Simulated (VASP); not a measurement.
Write the native input for VASP 6.6.1 that does the following.

```
Task                   : relaxation of cell and atoms
Functional             : PBE
Potentials or basis    : VASP PAW PBE potentials, release 64 (Mg, S)
Cutoff                 : 600 eV
k mesh                 : 16 × 16 × 16
Occupations            : gaussian, width 0.1 eV
Spin                   : no spin polarisation
Dipole correction      : no
Further INCAR settings : ALGO = Normal; EDIFF = 1e-06; IBRION = 2; EDIFFG = -0.01; NSW = 100; ISIF = 3
```

The structure of MgS lies in POSCAR:

```
MgS
1.0
    3.2735842834      0.0000000000      0.0000000000
    0.0000000000      3.2735842834      0.0000000000
    0.0000000000      0.0000000000      3.2735842834
Mg S
1 1
Direct
    0.0000000000      0.0000000000      0.0000000000
    0.5000000000      0.5000000000      0.5000000000
```

The input as run:

INCAR

```
SYSTEM = MgS
PREC = Accurate
ENCUT = 600
EDIFF = 1E-6
ISMEAR = 0
SIGMA = 0.1
LREAL = .False.
LASPH = .True.
NELM = 80
ALGO = Normal
ISIF = 3
LWAVE = .False.
LCHARG = .False.
GGA = PE
IBRION = 2
NSW = 100
EDIFFG = -0.01
```

KPOINTS

```
Automatic mesh
0
Gamma
  16 16 16
  0 0 0
```

Potentials or basis: VASP PAW PBE potentials, release 64 (Mg, S).

Command:

```sh
$ cat potpaw_PBE.64/Mg/POTCAR potpaw_PBE.64/S/POTCAR > POTCAR
$ mpirun -np 1 vasp_std > vasp.out
```

It gave:

- Relaxed volume: 17.50 Å³/atom
- Relaxed cell: a = 3.271 Å, b = 3.271 Å, c = 3.271 Å, α = 90.00°, β = 90.00°, γ = 90.00°
- Space group after relaxing (to 0.05 Å): Pm-3m (No. 221)
- Energy gained by relaxing: 0.0 meV/atom
- Ionic steps: 2
- Pressure after relaxing: 0.0 GPa
- Band gap on the k mesh: zero (band 4 reaches 5.40 eV, above the bottom of band 5 at 5.16 eV)

It took 98 s on 1 thread of Intel Xeon 8259CL, with other jobs on the host, peak memory 0.21 GiB.
